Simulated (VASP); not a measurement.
# Fe5Co3 (Im-3m) in VASP: single point with PBE

Aim: the single point of Fe5Co3 with PBE.

All numbers are computed with VASP 6.6.1; they aren't measurements. Logs are shortened: lines on timing, memory, paths and dates and some standing lists are left out, and cuts for length are marked.

### Step 1. The cell of the first run

The structure is cubic, space group Im-3m (No. 229). Conventional cell: a = 5.696 Å, b = 5.696 Å, c = 5.696 Å, α = 90.00°, β = 90.00°, γ = 90.00°. Within 3.3 Å of Fe (site symmetry m-3m) lie 8 Fe at 2.47 Å and 6 Co at 2.85 Å. Fe (site symmetry -3m) has 8 Fe at 2.47 to 2.85 Å and 6 Co at 2.47 Å within 3.3 Å. Co (site symmetry 4/mmm) has 10 Fe at 2.47 to 2.85 Å and 4 Co at 2.85 Å within 3.3 Å.

### Step 2. Single point, PBE, collinear spin, ferromagnetic start

Input file INCAR:

```
SYSTEM = Fe5Co3
ALGO = Normal
EDIFF = 1E-6
ENCUT = 520
GGA = PE
ISIF = 2
ISMEAR = 0
ISPIN = 2
LASPH = .True.
LCHARG = .False.
LMAXMIX = 4
LORBIT = 11
LREAL = .False.
LWAVE = .False.
MAGMOM = 2.55 2.9 2.9 2.9 2.9 1.98 1.98 1.98
NBANDS = 48
NELM = 150
PREC = Accurate
SIGMA = 0.1
```

Input file KPOINTS:

```
k-points
0
Gamma
  6 6 6
  0 0 0
```

Input file POSCAR:

```
Fe5Co3
1.0
   -2.8481473465      2.8481473465      2.8481473465
    2.8481473465     -2.8481473465      2.8481473465
    2.8481473465      2.8481473465     -2.8481473465
Fe Co
5 3
Direct
    0.0000000000      0.0000000000      0.0000000000
    0.0000000000      0.0000000000      0.5000000000
    0.0000000000      0.5000000000      0.0000000000
    0.5000000000      0.0000000000      0.0000000000
    0.5000000000      0.5000000000      0.5000000000
    0.0000000000      0.5000000000      0.5000000000
    0.5000000000      0.5000000000      0.0000000000
    0.5000000000      0.0000000000      0.5000000000
```

Potentials or basis: VASP PAW PBE potentials, release 64 (Fe, Co).

Launch:

```bash
$ cat potpaw_PBE.64/Fe/POTCAR potpaw_PBE.64/Co/POTCAR > POTCAR
$ mpirun -np 1 vasp_std > vasp.out
```

OUTCAR:

```text
SYSTEM = Fe5Co3
   EDIFF = 1E-6
   ENCUT = 520
   GGA = PE
   ISIF = 2
   ISMEAR = 0
   ISPIN = 2
   LASPH = .True.
   LORBIT = 11
   LREAL = .False.
   NELM = 150
   PREC = Accurate

 ion  position               nearest neighbor table
   1  0.000  0.000  0.000-   2 2.47   3 2.47   4 2.47   5 2.47   2 2.47   3 2.47   4 2.47   5 2.47
                             7 2.85   6 2.85   8 2.85   8 2.85   7 2.85   6 2.85
   2  0.000  0.000  0.500-   1 2.47   6 2.47   7 2.47   8 2.47   1 2.47   6 2.47   8 2.47   7 2.47
                             4 2.85   3 2.85   5 2.85   4 2.85   5 2.85   3 2.85
   3  0.000  0.500  0.000-   1 2.47   6 2.47   7 2.47   8 2.47   6 2.47   1 2.47   7 2.47   8 2.47
                             4 2.85   2 2.85   5 2.85   5 2.85   4 2.85   2 2.85
   4  0.500  0.000  0.000-   1 2.47   6 2.47   7 2.47   8 2.47   8 2.47   7 2.47   1 2.47   6 2.47
                             3 2.85   5 2.85   5 2.85   2 2.85   3 2.85   2 2.85
   5  0.500  0.500  0.500-   1 2.47   6 2.47   7 2.47   8 2.47   7 2.47   8 2.47   6 2.47   1 2.47
                             3 2.85   4 2.85   4 2.85   3 2.85   2 2.85   2 2.85
   6  0.000  0.500  0.500-   2 2.47   3 2.47   4 2.47   5 2.47   3 2.47   2 2.47   5 2.47   4 2.47
                             7 2.85   1 2.85   8 2.85   7 2.85   8 2.85   1 2.85
   7  0.500  0.500  0.000-   2 2.47   3 2.47   4 2.47   5 2.47   5 2.47   4 2.47   3 2.47   2 2.47
                             6 2.85   8 2.85   8 2.85   6 2.85   1 2.85   1 2.85
   8  0.500  0.000  0.500-   2 2.47   3 2.47   4 2.47   5 2.47   4 2.47   5 2.47   2 2.47   3 2.47
                             6 2.85   7 2.85   7 2.85   1 2.85   6 2.85   1 2.85

  LATTYP: Found a body centered cubic cell.
 ALAT       =     5.6962946930

  Lattice vectors:

 A1 = (  -2.8481473465,   2.8481473465,   2.8481473465)
 A2 = (   2.8481473465,  -2.8481473465,   2.8481473465)
 A3 = (   2.8481473465,   2.8481473465,  -2.8481473465)

Analysis of symmetry for initial positions (statically):
=====================================================================
 Subroutine PRICEL returns:
 Original cell was already a primitive cell.

 Routine SETGRP: Setting up the symmetry group for a
 body centered cubic supercell.

 Subroutine GETGRP returns: Found 48 space group operations
 (whereof 48 operations were pure point group operations)
 out of a pool of 48 trial point group operations.

The static configuration has the point symmetry O_h .

Analysis of symmetry for dynamics (positions and initial velocities):
=====================================================================
 Subroutine PRICEL returns:
 Original cell was already a primitive cell.

[... 169 lines left out ...]
  free energy    TOTEN  =       -62.81972505 eV

  energy without entropy =      -62.80208365  energy(sigma->0) =      -62.81090435

 E-fermi :   7.3974     XC(G=0): -13.0211

 val. band max:        7.3698860597   @ k =   0.5000   0.5000   0.3333
 cond. band min:       7.4168243583   @ k =   0.0000   0.0000   0.0000
 fundamental gap:      0.0469382987
 Fermi energy:         7.3974483356

 spin component 1

 k-point     1 :       0.0000    0.0000    0.0000
  band No.  band energies     occupation
      1      -1.3836      1.00000
      2       2.0145      1.00000
      3       2.0145      1.00000
      4       2.1053      1.00000
      5       2.1949      1.00000
      6       2.1949      1.00000
[... 757 lines left out ...]
     44       6.9911      1.00000
     45       6.9911      1.00000
 Fermi energy:         7.3974483356

 spin component 2

 k-point     1 :       0.0000    0.0000    0.0000
  band No.  band energies     occupation
      1      -1.2270      1.00000
      2       3.4544      1.00000
      3       3.4545      1.00000
      4       3.4902      1.00000
      5       3.4902      1.00000
      6       3.4902      1.00000
[... 757 lines left out ...]
     44       9.6943      0.00000
     45       9.6943      0.00000
 [bands above 45 left out]

------------------------ aborting loop because EDIFF is reached ----------------------------------------

  FORCE on cell =-STRESS in cart. coord.  units (eV):
  Direction    XX          YY          ZZ          XY          YZ          ZX
  --------------------------------------------------------------------------------------
  -------------------------------------------------------------------------------------
  Total       -0.0044419     -0.0044419     -0.0044419      0.0000000     -0.0000000      0.0000000
  in kB       -0.0770069     -0.0770069     -0.0770069      0.0000000     -0.0000000      0.0000000
  external PRESSURE =      -0.0770069 kB  Pullay stress =       0.0000000 kB

 VOLUME and BASIS-vectors are now :
 -----------------------------------------------------------------------------
  energy-cutoff  :      520.00
  volume of cell :       92.42
      direct lattice vectors                 reciprocal lattice vectors
    -2.848147346  2.848147346  2.848147346     0.000000000  0.175552715  0.175552715
     2.848147346 -2.848147346  2.848147346     0.175552715  0.000000000  0.175552715
     2.848147346  2.848147346 -2.848147346     0.175552715  0.175552715  0.000000000

 POSITION                                       TOTAL-FORCE (eV/Angst)
 -----------------------------------------------------------------------------------
      0.00000      0.00000      0.00000        -0.000000      0.000000      0.000000
      1.42407      1.42407     -1.42407        -0.000000      0.000000      0.000000
      1.42407     -1.42407      1.42407        -0.000000     -0.000000     -0.000000
     -1.42407      1.42407      1.42407        -0.000000      0.000000     -0.000000
      1.42407      1.42407      1.42407        -0.000000     -0.000000      0.000000
      2.84815      0.00000      0.00000         0.000000      0.000000     -0.000000
      0.00000      0.00000      2.84815         0.000000     -0.000000      0.000000
      0.00000      2.84815      0.00000        -0.000000     -0.000000     -0.000000
 -----------------------------------------------------------------------------------
    total drift:                                0.000000     -0.000000      0.000000

  FREE ENERGIE OF THE ION-ELECTRON SYSTEM (eV)
  ---------------------------------------------------
  free  energy   TOTEN  =       -62.8197250538 eV

  energy  without entropy=      -62.8020836528  energy(sigma->0) =      -62.81090435

 total charge

# of ion       s       p       d       tot
------------------------------------------
    1        0.477   0.511   6.262   7.250
    2        0.475   0.525   6.164   7.164
    3        0.475   0.525   6.164   7.164
    4        0.475   0.525   6.164   7.164
    5        0.475   0.525   6.164   7.164
    6        0.482   0.511   7.237   8.230
    7        0.482   0.511   7.237   8.230
    8        0.482   0.511   7.237   8.230
--------------------------------------------------
tot          3.823   4.141  52.630  60.594

 magnetization (x)

# of ion       s       p       d       tot
------------------------------------------
    1       -0.004  -0.046   2.504   2.454
    2       -0.002  -0.049   2.786   2.734
    3       -0.002  -0.049   2.786   2.734
    4       -0.002  -0.049   2.786   2.734
    5       -0.002  -0.049   2.786   2.734
    6       -0.016  -0.060   1.836   1.760
    7       -0.016  -0.060   1.836   1.760
    8       -0.016  -0.060   1.836   1.760
--------------------------------------------------
tot         -0.060  -0.425  19.156  18.672
```

It took 3.4 min on 1 thread of Intel Xeon Platinum 8259CL at 2.50GHz (Skylake/Cascade Lake), shared host; peak memory 0.34 GiB.

Results:

```
Free energy                                           : -62.8197 eV
Pressure                                              : 0.0 GPa
Net moment                                            : 18.61 μB per cell
Site moments                                          : Fe +2.45, +2.73 (each value once); Co +1.76 μB
Valence electrons inside the program's atomic spheres : Fe 7.25, 7.16 (each value once); Co 8.23
```
